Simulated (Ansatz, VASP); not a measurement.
## NaCl: VASP beside Ansatz

```xyz
2
Lattice="3.5022 0.0000 0.0000 0.0000 3.5022 0.0000 0.0000 0.0000 3.5022" Properties=species:S:1:pos:R:3 pbc="T T T"
Na    0.0000    0.0000    0.0000
Cl    1.7222    1.7222    1.7222
```

Change from the starting cell: all Cl atoms moved +0.050 Å, as atom 2 towards its neighbour atom 1 (Na) at 3.033 Å.

Alike in both runs: task single point; functional LDA; k mesh 6 × 6 × 6; occupations gaussian, width 0.05 eV; no spin polarisation.

|  | VASP | Ansatz |
| --- | --- | --- |
| version | VASP 6.6.1 | Ansatz 0.2.0 |
| potentials or method | VASP PAW LDA potentials, release 64 (Na_pv, Cl), cutoff 520 eV | scalar-relativistic, plane waves, PAW |
| valence electrons in the cell | 14 | 16 |

VASP gave:

* gap on the k mesh at the Fermi level (eV): 3.61
* least direct gap on the mesh (eV): 4.12
* pressure (GPa): -3.1
* rms of the force components (eV/Å): 0.003

What did Ansatz give for the same quantities?

gap on the k mesh at the Fermi level (eV): 3.60; least direct gap on the mesh (eV): 4.11; pressure (GPa): -3.1; rms of the force components (eV/Å): 0.003.

LDA's correlation is that of Perdew and Zunger in VASP and of Perdew and Wang (1992) in Ansatz. Atom by atom the forces differ by 0.000 eV/Å (rms over components). VASP's potentials hold 14 valence electrons a cell and Ansatz's 16, so a difference there can come from the potentials and not from the codes.
